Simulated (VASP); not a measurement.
KI: relaxation of cell and atoms with PBE

The system is KI.

```
CELL_PARAMETERS angstrom
4.90991 0.00000 0.00000
-2.45496 4.25211 0.00000
0.00000 0.00000 8.00316
ATOMIC_POSITIONS crystal
K 0.00000 0.00000 0.00000
K 0.00000 0.00000 0.50000
I 0.33333 0.66667 0.25000
I 0.66667 0.33333 0.75000
```

```json
{
  "Program": "VASP 6.6.1",
  "Task": "relaxation of cell and atoms",
  "Functional": "PBE",
  "Potentials or basis": "VASP PAW PBE potentials, release 64 (K_sv, I)",
  "Cutoff": "500 eV",
  "k mesh": "6 × 6 × 4",
  "Occupations": "fermi-dirac, width 0.02 eV",
  "Spin": "no spin polarisation",
  "Dipole correction": "no",
  "Further INCAR settings": "ALGO = Normal; EDIFF = 1e-07; IBRION = 2; EDIFFG = -0.005; NSW = 80; ISIF = 3"
}
```

The relaxed volume is 46.52 Å³/atom and the relaxed cell is a = 4.974 Å, b = 4.974 Å, c = 8.687 Å, α = 90.00°, β = 90.00°, γ = 120.00°. The space group after relaxing (to 0.1 Å) is P6_3/mmc (No. 194). The energy gained by relaxing is 26.8 meV/atom and the ionic steps are 9. The pressure after relaxing is 0.0 GPa. The band gap on the k mesh is 3.77 eV.

The path:
```
step  energy change (eV)  largest force (eV/Å)  pressure (GPa)  volume (Å³)
   1              0.0000                0.0000            1.53       167.09
   2             -0.0729                0.0000            0.64       176.89
   3             -0.0918                0.0000           -0.36       193.65
   4             -0.0973                0.0000           -0.11       188.47
   5             -0.0974                0.0000           -0.08       187.97
   6             -0.1012                0.0000           -0.07       187.66
   7             -0.1070                0.0000           -0.03       186.66
   8             -0.1071                0.0000           -0.02       186.48
   9             -0.1071                0.0000            0.00       186.09
```

Final structure:
```
CELL_PARAMETERS angstrom
4.97353 0.00000 0.00000
-2.48676 4.30720 0.00000
0.00000 0.00000 8.68667
ATOMIC_POSITIONS crystal
K 0.00000 0.00000 0.00000
K 0.00000 0.00000 0.50000
I 0.33333 0.66667 0.25000
I 0.66667 0.33333 0.75000
```

Levels at points of the mesh, in eV from the valence-band top:
| k point | band 14 | band 15 | band 16 | band 17 | band 18 | band 19 |
| --- | --- | --- | --- | --- | --- | --- |
| (0.00, 0.00, 0.00) | -0.17 | 0.00 | 0.00 | 3.77 | 5.48 | 5.73 |
| (0.50, 0.00, 0.00) | -0.54 | -0.33 | -0.32 | 5.12 | 5.74 | 5.74 |
| (0.00, 0.00, 0.50) | -0.13 | -0.13 | -0.13 | 4.84 | 4.84 | 6.31 |
| (0.50, 0.00, 0.50) | -0.47 | -0.32 | -0.32 | 5.55 | 5.55 | 5.70 |

It took 8.1 min on 1 thread of Oxide Virtual Turin-like Processor, with other jobs on the host, peak memory 0.27 GiB.

Caveat: spin-orbit coupling is left out, which moves the levels of the heavy elements. A k mesh can miss the band edges.
